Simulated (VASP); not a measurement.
**Mo: single point with RPBE**

Crystal: Mo.

```
Mo
1.0
     5.06540    0.00000    0.00000
     0.00000    5.06540    0.00000
     0.00000    0.00000    5.06540
Mo
8
Cartesian
  0.0000 5.0654 5.0654
  2.5327 2.5327 2.5327
  1.2664 5.0654 2.5327
  3.7991 0.0000 2.5327
  2.5327 1.2664 5.0654
  2.5327 3.7991 0.0000
  0.0000 2.5327 1.2664
  5.0654 2.5327 3.7991
```

- Program: VASP 6.6.1
- Task: single point
- Functional: RPBE
- Potentials or basis: VASP PAW PBE potentials, release 64 (Mo_sv)
- Cutoff: 520 eV
- k mesh: 5 × 5 × 5
- Occupations: fermi-dirac, width 0.1 eV
- Spin: no spin polarisation

The pressure is 0.4 GPa and the band gap on the k mesh is zero (bands 56 and 57 overlap by 0.55 eV).

Levels at points of the mesh, in eV from the Fermi level:
```csv
k point,band 52,band 53,band 54,band 55,band 56,band 57,band 58,band 59,band 60,band 61
"(0.00, 0.00, 0.00)",-0.90,-0.90,-0.90,-0.46,-0.46,-0.46,1.22,1.22,1.22,1.25
```

Wall time 49 s on 1 thread of Intel(R) Xeon(R) 6975P-C (Granite Rapids), with other jobs on the host, peak memory 0.25 GiB.

Caveat: the PAW data sets were made with another functional, which shifts forces and pressure a little.
